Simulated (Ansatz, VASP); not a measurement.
# One calculation of CdO, two programs

```
Cd O
1.0
     0.00000    2.43242    2.43242
     2.43242    0.00000    2.43242
     2.43242    2.43242    0.00000
Cd O
1 1
Cartesian
  0.0000 0.0000 0.0000
  2.4324 2.4324 2.4324
```

Alike in both runs: task single point; functional BLYP; k mesh 8 × 8 × 8; occupations gaussian, width 0.05 eV; no spin polarisation.

```csv
,VASP,Ansatz
version,VASP 6.6.1,Ansatz 0.2.0
potentials or method,"VASP PAW PBE potentials, release 64 (Cd, O), cutoff 600 eV","scalar-relativistic, plane waves, PAW"
valence electrons in the cell,18,26
```

```tsv
	VASP	Ansatz	Ansatz less VASP
gap on the k mesh at the Fermi level (eV)	none	none	-
pressure (GPa)	-1.3	-2.2	-0.89
```

VASP's potentials were made for PBE, not for BLYP. A gap of «none» marks a metal or a gap that the smearing closes. With one functional, cell and mesh, what is left measures potentials, basis and numerics. VASP's potentials hold 18 valence electrons a cell and Ansatz's 26, so a difference there can come from the potentials and not from the codes.
